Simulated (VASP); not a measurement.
Here is a VASP 6.6.1 calculation.

Contents of INCAR:

```
SYSTEM = Au
ALGO = Normal
EDIFF = 1E-6
ENCUT = 500
GGA = PE
GGA_COMPAT = .False.
ISIF = 2
ISMEAR = 0
ISYM = 0
LASPH = .True.
LCHARG = .False.
LREAL = .False.
LWAVE = .False.
NBANDS = 18
NELM = 120
PREC = Accurate
SIGMA = 0.1
```

The input KPOINTS:

```
k-points
0
Gamma
  11 11 20
  0 0 0
```

POSCAR

```
Au
1.0
    4.0529668516      0.0000000000     -0.0014773724
    0.0000000000      4.0529671209      0.0000000000
   -2.0272648399      0.0000000000      2.1689614381
Au
2
Direct
    0.0000000000      0.0000000000      0.0000000000
    0.5000000000      0.5000000000      0.0000000000
```

Potentials or basis: VASP PAW PBE potentials, release 64 (Au).

Run with:

```bash
$ cat potpaw_PBE.64/Au/POTCAR > POTCAR
$ mpirun -np 1 vasp_std > vasp.out
```

Problem. Estimate the band gap on the k mesh.

Solution. Zero (bands 11 and 12 overlap by 6.63 eV).

Problem. Predict the pressure.

Solution. 1.2 GPa.

Stress tensor (GPa, compression positive):
```
 1.85  0.00 -0.01
 0.00  2.11  0.00
-0.01  0.00 -0.31
```

Caveat: spin-orbit coupling is left out, which moves the levels of the heavy elements.
